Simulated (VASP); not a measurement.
# Ca2BF (P-3m1) in VASP: notebook

The runs below take Ca2BF through relaxation of cell and atoms, single point, with PBE.

All numbers are computed with VASP 6.6.1; they aren't measurements. Logs are shortened: lines on timing, memory, paths and dates and some standing lists are left out, and cuts for length are marked.

## 1. The cell of the first run

The structure is trigonal, space group P-3m1 (No. 164). Conventional cell: a = 3.552 Å, b = 3.552 Å, c = 5.809 Å, α = 90.00°, β = 90.00°, γ = 120.00°. Ca (site symmetry 3m) has 3 F at 2.35 Å and 3 B at 2.70 Å and 3 Ca at 3.08 Å within 3.1 Å. B (site symmetry -3m) has 6 Ca at 2.70 Å and 2 F at 2.90 Å and 6 B at 3.55 Å within 3.6 Å. Within 3.1 Å of F (site symmetry -3m) lie 6 Ca at 2.35 Å and 2 B at 2.90 Å.

## 2. Relaxation of cell and atoms, PBE

INCAR

```
PREC     = Accurate       # precision mode
ENCUT    = 600            # plane-wave cutoff, eV
EDIFF    = 1E-6           # SCF threshold, eV
ISMEAR   = 0              # smearing method
SIGMA    = 0.1            # smearing width, eV
LREAL    = False          # projectors in reciprocal space
LASPH    = True           # aspherical terms in the spheres
NELM     = 60             # most SCF steps
ALGO     = Normal         # electronic algorithm
ISIF     = 3              # what is computed and relaxed
LWAVE    = False          # write WAVECAR
LCHARG   = False          # write CHGCAR
GGA      = PE             # functional
IBRION   = 2              # ionic algorithm
NSW      = 90             # ionic steps
EDIFFG   = -0.04          # ionic threshold
```

KPOINTS

```
regular mesh
0
Gamma
  6 6 4
```

POSCAR

```
Ca2BF
1.0
    3.5516889600      0.0000000000      0.0000000000
   -1.7758444800      3.0758528700      0.0000000000
    0.0000000000      0.0000000000      5.8087244000
Ca B F
2 1 1
Direct
    0.3333333300      0.6666666700      0.6976160900
    0.6666666700      0.3333333300      0.3023839100
    0.0000000000      0.0000000000      0.0000000000
    0.0000000000      0.0000000000      0.5000000000
```

Potentials or basis: VASP PAW PBE potentials, release 64 (Ca_sv, B, F).

The run is started by

```
> cat potpaw_PBE.64/Ca_sv/POTCAR potpaw_PBE.64/B/POTCAR potpaw_PBE.64/F/POTCAR > POTCAR
> mpirun -np 1 vasp_std > vasp.out
```

OUTCAR:

```text
PREC = Accurate
   ENCUT = 600
   EDIFF = 1E-6
   ISMEAR = 0
   LREAL = False
   LASPH = True
   NELM = 60
   ISIF = 3
   GGA = PE
   IBRION = 2
   NSW = 90
   EDIFFG = -0.04

 ion  position               nearest neighbor table
   1  0.333  0.667  0.698-   4 2.35   4 2.35   4 2.35   2 3.08   2 3.08   2 3.08
   2  0.667  0.333  0.302-   4 2.35   4 2.35   4 2.35   1 3.08   1 3.08   1 3.08
   3  0.000  0.000  0.000-
   4  0.000  0.000  0.500-   1 2.35   2 2.35   2 2.35   1 2.35   2 2.35   1 2.35

  LATTYP: Found a hexagonal cell.
 ALAT       =     3.5516889600
 C/A-ratio  =     1.6354822918

  Lattice vectors:

 A1 = (   3.5516889600,   0.0000000000,   0.0000000000)
 A2 = (  -1.7758444800,   3.0758528700,   0.0000000000)
 A3 = (   0.0000000000,   0.0000000000,   5.8087244000)

Analysis of symmetry for initial positions (statically):
=====================================================================
 Subroutine PRICEL returns:
 Original cell was already a primitive cell.

 Routine SETGRP: Setting up the symmetry group for a
 hexagonal supercell.

 Subroutine GETGRP returns: Found 12 space group operations
 (whereof 12 operations were pure point group operations)
 out of a pool of 24 trial point group operations.

The static configuration has the point symmetry D_3d.

Analysis of symmetry for dynamics (positions and initial velocities):
=====================================================================
 Subroutine PRICEL returns:
 Original cell was already a primitive cell.

 Routine SETGRP: Setting up the symmetry group for a
 hexagonal supercell.

 Subroutine GETGRP returns: Found 12 space group operations
 (whereof 12 operations were pure point group operations)
 out of a pool of 24 trial point group operations.

The dynamic configuration has the point symmetry D_3d.

 Subroutine INISYM returns: Found 12 space group operations
 (whereof 12 operations are pure point group operations),
 and found     1 'primitive' translations

----------------------------------------------------------------------------------------

                                     Primitive cell

  volume of cell :      63.4573

  direct lattice vectors                    reciprocal lattice vectors
     3.551688960  0.000000000  0.000000000     0.281556187  0.162556540  0.000000000
    -1.775844480  3.075852870  0.000000000     0.000000000  0.325113080  0.000000000
     0.000000000  0.000000000  5.808724400     0.000000000  0.000000000  0.172154837

  length of vectors
     3.551688960  3.551688964  5.808724400     0.325113080  0.325113080  0.172154837

  position of ions in fractional coordinates (direct lattice)
     0.333333330  0.666666670  0.697616090
     0.666666670  0.333333330  0.302383910
     0.000000000  0.000000000  0.000000000
     0.000000000  0.000000000  0.500000000

  ion indices of the primitive-cell ions
   primitive index   ion index
                 1           1
                 2           2
                 3           3
                 4           4

----------------------------------------------------------------------------------------

 KPOINTS: regular mesh

Automatic generation of k-mesh.
 Grid dimensions read from file:
 generate k-points for:    6    6    4

 Generating k-lattice:

  Cartesian coordinates                     Fractional coordinates (reciprocal lattice)
     0.046926031  0.027092757  0.000000000     0.166666667  0.000000000  0.000000000
     0.000000000  0.054185513  0.000000000     0.000000000  0.166666667  0.000000000
     0.000000000  0.000000000  0.043038709     0.000000000  0.000000000  0.250000000

  Length of vectors
     0.054185513  0.054185513  0.043038709

  Shift w.r.t. Gamma in fractional coordinates (k-lattice)
     0.000000000  0.000000000  0.000000000

 Subroutine IBZKPT returns following result:
 ===========================================

 Found     24 irreducible k-points:

 Following reciprocal coordinates:
            Coordinates               Weight
  0.000000  0.000000  0.000000      1.000000
  0.166667  0.000000  0.000000      6.000000
  0.333333 -0.000000  0.000000      6.000000
  0.500000  0.000000  0.000000      3.000000
  0.166667  0.166667  0.000000      6.000000
  0.333333  0.166667  0.000000     12.000000
[... 16 lines left out ...]
  0.333333  0.166667  0.500000     12.000000
  0.333333  0.333333  0.500000      2.000000
   k-points           NKPTS =     24   k-points in BZ     NKDIM =     24   number of bands    NBANDS=     19
   number of dos      NEDOS =    301   number of ions     NIONS =      4
   total plane-waves  NPLWV =  37632
   dimension x,y,z NGX =    28 NGY =   28 NGZ =   48
   dimension x,y,z NGXF=    56 NGYF=   56 NGZF=   96
   ions per type =               2   1   1
   NGX,Y,Z   is equivalent  to a cutoff of  13.11, 13.11, 13.74 a.u.
   NGXF,Y,Z  is equivalent  to a cutoff of  26.21, 26.21, 27.48 a.u.
 SYSTEM =  unknown system
   PREC   = accura    normal or accurate (medium, high low for compatibility)
   ISTART =      0    job   : 0-new  1-cont  2-samecut
   ICHARG =      2    charge: 1-file 2-atom 10-const
   ISPIN  =      1    spin polarized calculation?
   LNONCOLLINEAR =      F non collinear calculations
   LSORBIT =      F    spin-orbit coupling
   LASPH  =      T    aspherical Exc in radial PAW
   ENCUT  =  600.0 eV  44.10 Ry    6.64 a.u.   7.09  7.09 11.60*2*pi/ulx,y,z
   NELM   =     60;   NELMIN=  2; NELMDL= -5     # of ELM steps
   EDIFF  = 0.1E-05   stopping-criterion for ELM
   LREAL  =      F    real-space projection
   EDIFFG = -.4E-01   stopping-criterion for IOM
   NSW    =     90    number of steps for IOM
   IBRION =      2    ionic relax: 0-MD 1-quasi-New 2-CG
   NFREE  =      1    steps in history (QN), initial steepest desc. (CG)
   ISIF   =      3    stress and relaxation
   ISYM   =      2    0-nonsym 1-usesym 2-fastsym
   POTIM  = 0.5000    time-step for ionic-motion
   TEBEG  =    0.0;   TEEND  =   0.0 temperature during run
   PSTRESS=    0.0 pullay stress
   NELECT =      30.0000    total number of electrons
   NUPDOWN=      -1.0000    fix difference up-down
   EMIN   =  10.00;   EMAX   =-10.00  energy-range for DOS
   EFERMI =   0.00;   METHOD = LEGACY
   ISMEAR =     0;   SIGMA  =   0.10  broadening in eV -4-tet -1-fermi 0-gaus
   EFERMI_NEDOS =   21; number of points for ismear=-14 and -15
   IALGO  =     38    algorithm
   IMIX   =      4    mixing-type and parameters
     AMIX     =   0.40;   BMIX     =  1.00
     AMIX_MAG =   1.60;   BMIX_MAG =  1.00
  volume/ion in A,a.u.               =      15.86       107.06
  Fermi-wavevector in a.u.,A,eV,Ry     =   1.275327  2.410018 22.129312  1.626459
  Thomas-Fermi vector in A             =   2.408045
   LORBIT       =      0    0 simple, 1 ext, 2 COOP (PROOUT), +10 PAW based schemes
   GGA     = PE    functional components
   LHFCALC =     F    Hartree Fock is set to
   AEXX    =    0.0000 exact exchange contribution
   IVDW    =     0    specifies the selected vdW correction
   LEPSILON=     F    determine dielectric tensor
   LRPA    =     F    only Hartree local field effects (RPA)
 conjugate gradient relaxation of ions
 non-spin polarized calculation
 Gauss-broadening in eV      SIGMA  =   0.10
  energy-cutoff  :      600.00
  volume of cell :       63.46
 maximum number of plane-waves:      2133
   NGX = 15   NGY = 15   NGZ = 23

--------------------------------------- Ionic step        1  -------------------------------------------

 number of electron      29.9999994 magnetization

 Free energy of the ion-electron system (eV)
  ---------------------------------------------------
  ext. energy  EPLUGINS =         0.00000000
  ---------------------------------------------------
  free energy    TOTEN  =       -14.44049008 eV

  energy without entropy =      -14.42645898  energy(sigma->0) =      -14.43347453

 E-fermi :   4.9044     XC(G=0): -10.1197

 val. band max:        4.8719386284   @ k =   0.5000   0.0000   0.0000
 cond. band min:       4.9605213757   @ k =   0.3333   0.1667   0.5000
 fundamental gap:      0.0885827473
 Fermi energy:         4.9043663705

 k-point     1 :       0.0000    0.0000    0.0000
  band No.  band energies     occupation
      1     -36.3130      2.00000
      2     -36.1372      2.00000
      3     -22.3821      2.00000
      4     -17.3918      2.00000
      5     -17.2227      2.00000
      6     -17.2227      2.00000
[... 11 lines left out ...]
     18       7.0834      0.00000
     19       7.0834      0.00000
[... 602 lines left out ...]
 POSITION                                       TOTAL-FORCE (eV/Angst)
 -----------------------------------------------------------------------------------
     -0.00000      2.18346      4.92393        -0.000000      0.000000      0.833575
      1.89093      1.09173      1.73123         0.000000     -0.000000     -0.833575
      0.00000      0.00000      6.65516        -0.000000      0.000000     -0.000000
      0.00000      0.00000      3.32758        -0.000000      0.000000     -0.000000
 -----------------------------------------------------------------------------------
    total drift:                                0.000000      0.000000      0.000000

  FREE ENERGIE OF THE ION-ELECTRON SYSTEM (eV)
  ---------------------------------------------------
  free  energy   TOTEN  =       -15.8225393383 eV

  energy  without entropy=      -15.8018343868  energy(sigma->0) =      -15.81218686

--------------------------------------- Ionic step        4  -------------------------------------------

 number of electron      30.0000007 magnetization

 E-fermi :   3.4821     XC(G=0):  -9.1220

 val. band max:        3.4455525736   @ k =   0.1667   0.0000   0.0000
 cond. band min:       3.4856779203   @ k =  -0.1667   0.5000   0.2500
 fundamental gap:      0.0401253467
 Fermi energy:         3.4821382278

 k-point     1 :       0.0000    0.0000    0.0000
  band No.  band energies     occupation
      1     -37.6028      2.00000
      2     -37.5889      2.00000
      3     -21.7010      2.00000
      4     -18.6371      2.00000
      5     -18.5921      2.00000
      6     -18.5207      2.00000
[... 11 lines left out ...]
     18       5.6584      0.00000
     19       6.6179      0.00000
[... 602 lines left out ...]
 POSITION                                       TOTAL-FORCE (eV/Angst)
 -----------------------------------------------------------------------------------
     -0.00000      2.06670      5.12205         0.000000     -0.000000     -0.091522
      1.78982      1.03335      1.65046        -0.000000      0.000000      0.091522
      0.00000      0.00000      0.00000        -0.000000      0.000000      0.000000
      0.00000      0.00000      3.38626         0.000000      0.000000      0.000000
 -----------------------------------------------------------------------------------
    total drift:                                0.000000      0.000000     -0.000000

  FREE ENERGIE OF THE ION-ELECTRON SYSTEM (eV)
  ---------------------------------------------------
  free  energy   TOTEN  =       -16.0758988828 eV

  energy  without entropy=      -16.0553073737  energy(sigma->0) =      -16.06560313

--------------------------------------- Ionic step        7  -------------------------------------------

 number of electron      30.0000001 magnetization

 Free energy of the ion-electron system (eV)
  ---------------------------------------------------
  ext. energy  EPLUGINS =         0.00000000
  ---------------------------------------------------
  free energy    TOTEN  =       -16.08295006 eV

  energy without entropy =      -16.06309121  energy(sigma->0) =      -16.07302064

 E-fermi :   3.6608     XC(G=0):  -9.2067

 val. band max:        3.5517609512   @ k =   0.3333   0.3333   0.0000
 cond. band min:       3.6614615639   @ k =  -0.1667   0.5000   0.2500
 fundamental gap:      0.1097006126
 Fermi energy:         3.6608445831

 k-point     1 :       0.0000    0.0000    0.0000
  band No.  band energies     occupation
      1     -37.3178      2.00000
      2     -37.3049      2.00000
      3     -21.5386      2.00000
      4     -18.3566      2.00000
      5     -18.3138      2.00000
      6     -18.2190      2.00000
[... 11 lines left out ...]
     18       5.7079      0.00000
     19       6.8643      0.00000
[... 526 lines left out ...]
 POSITION                                       TOTAL-FORCE (eV/Angst)
 -----------------------------------------------------------------------------------
     -0.00000      2.06064      5.19815        -0.000000      0.000000     -0.028447
      1.78457      1.03032      1.67562         0.000000     -0.000000      0.028447
      0.00000     -0.00000      6.87377         0.000000      0.000000      0.000000
      0.00000     -0.00000      3.43689         0.000000      0.000000      0.000000
 -----------------------------------------------------------------------------------
    total drift:                                0.000000      0.000000      0.000000

  FREE ENERGIE OF THE ION-ELECTRON SYSTEM (eV)
  ---------------------------------------------------
  free  energy   TOTEN  =       -16.0829500645 eV

  energy  without entropy=      -16.0630912127  energy(sigma->0) =      -16.07302064

 reached required accuracy - stopping structural energy minimisation
```

Wall time 3.1 min (1 thread of Intel Xeon Platinum 8259CL at 2.50GHz (Skylake/Cascade Lake), shared host); peak memory 0.21 GiB.

Results:

| Quantity | Value |
| --- | --- |
| Free energy | -16.0830 eV |
| Relaxed volume | 18.96 Å³/atom |
| Relaxed cell | a = 3.569 Å, b = 3.569 Å, c = 6.874 Å, α = 90.00°, β = 90.00°, γ = 120.00° |
| Space group after relaxing (to 0.05 Å) | P-3m1 (No. 164) |
| Energy gained by relaxing | 410.6 meV/atom |
| Ionic steps | 7 |
| Pressure after relaxing | 0.0 GPa |
| Largest force after relaxing | 0.028 eV/Å |
| Band gap on the k mesh | zero (band 15 reaches 4.94 eV, above the bottom of band 16 at 3.38 eV) |

Forces in eV/Å, atoms in the order of the input:
```
Ca   0.000  0.000 -0.028
Ca   0.000  0.000  0.028
B    0.000  0.000  0.000
F    0.000  0.000  0.000
```

The path:
| step | energy change (eV) | largest force (eV/Å) | pressure (GPa) | volume (Å³) |
| --- | --- | --- | --- | --- |
| 1 | 0.0000 | 3.0297 | 11.07 | 63.46 |
| 2 | -1.1408 | 1.5799 | 0.74 | 74.01 |
| 3 | -1.3820 | 0.8336 | -3.47 | 82.43 |
| 4 | -1.5901 | 0.3427 | -1.35 | 78.08 |
| 5 | -1.6351 | 0.0485 | 0.41 | 75.41 |
| 6 | -1.6354 | 0.0915 | 0.60 | 75.16 |
| 7 | -1.6425 | 0.0284 | -0.03 | 75.83 |

Final structure:
```yaml
crystal:
  lattice:
    - [3.56913, 0.00000, 0.00000]
    - [-1.78457, 3.09096, 0.00000]
    - [0.00000, 0.00000, 6.87377]
  atoms:
    - { symbol: Ca, position: [0.33333, 0.66667, 0.75623] }
    - { symbol: Ca, position: [0.66667, 0.33333, 0.24377] }
    - { symbol: B, position: [0.00000, 0.00000, 0.00000] }
    - { symbol: F, position: [0.00000, 0.00000, 0.50000] }
```

Levels at points of the mesh, in eV from the Fermi level:
| k point | band 13 | band 14 | band 15 | band 16 | band 17 | band 18 |
| --- | --- | --- | --- | --- | --- | --- |
| (0.00, 0.00, 0.00) | -6.50 | -1.63 | 0.23 | 1.36 | 1.36 | 2.05 |
| (0.50, 0.00, 0.00) | -5.02 | -2.00 | -0.31 | 0.77 | 0.89 | 2.45 |
| (0.00, 0.00, 0.50) | -6.00 | -2.46 | 1.27 | 1.27 | 1.30 | 1.53 |
| (0.50, 0.00, 0.50) | -4.94 | -2.05 | -0.54 | 0.89 | 1.16 | 1.88 |

Caveat: the volume moved by over 15 % at a fixed basis, so the end points are rough.

## 3. Single point, PBE

This run uses another cell than the first one, of 18.94 Å³/atom, 1.194 times its volume.

INCAR

```
SYSTEM = Ca2BF
PREC     = Accurate       ! precision mode
ENCUT    = 520            ! plane-wave cutoff, eV
EDIFF    = 1E-7           ! SCF threshold, eV
ISMEAR   = 0              ! smearing method
SIGMA    = 0.1            ! smearing width, eV
LREAL    = .FALSE.        ! projectors in reciprocal space
LASPH    = .TRUE.         ! aspherical terms in the spheres
NELM     = 60             ! most SCF steps
ALGO     = Normal         ! electronic algorithm
ISIF     = 2              ! what is computed and relaxed
LWAVE    = .FALSE.        ! write WAVECAR
LCHARG   = .TRUE.         ! write CHGCAR
GGA      = PE             ! functional
LELF     = .TRUE.         ! ELF
LVHAR    = .TRUE.       
NBANDS   = 23             ! bands
```

KPOINTS

```
Automatic mesh
0
G
  15 15 8
  0 0 0
```

POSCAR

```
Ca2BF
1.0
    3.5656116205      0.0000000000      0.0000000000
   -1.7828058103      3.0879102434      0.0000000000
    0.0000000000      0.0000000000      6.8826017898
Ca B F
2 1 1
Direct
    0.3333333333      0.6666666667      0.7560800088
    0.6666666667      0.3333333333      0.2439199912
    0.0000000000      0.0000000000      0.0000000000
    0.0000000000      0.0000000000      0.5000000000
```

Potentials or basis: VASP PAW PBE potentials, release 64 (Ca_sv, B, F).

The run is started by

```
> cat potpaw_PBE.64/Ca_sv/POTCAR potpaw_PBE.64/B/POTCAR potpaw_PBE.64/F/POTCAR > POTCAR
> mpirun -np 1 vasp_std > vasp.out
```

Run time: 4.4 min. Hardware: 1 thread of Intel Xeon Platinum 8375C at 2.90GHz (Ice Lake), shared host; peak memory 0.43 GiB.

The run converged. Its results:

```
Free energy            : -16.1360 eV
Pressure               : 0.1 GPa
Largest force          : 0.009 eV/Å
Band gap on the k mesh : zero (band 15 reaches 4.95 eV, above the bottom of band 16 at 3.33 eV)
```

Forces on the atoms (eV/Å):
```
Ca   0.000  0.000 -0.009
Ca   0.000  0.000  0.009
B    0.000  0.000  0.000
F    0.000  0.000  0.000
```

Levels at points of the mesh, in eV from the Fermi level:
```tsv
k point	band 12	band 13	band 14	band 15	band 16	band 17	band 18	band 19
(0.00, 0.00, 0.00)	-6.39	-6.39	-1.53	0.32	1.48	1.48	2.14	3.30
(0.00, 0.00, 0.50)	-6.40	-5.91	-2.36	1.39	1.39	1.41	1.62	3.54
```
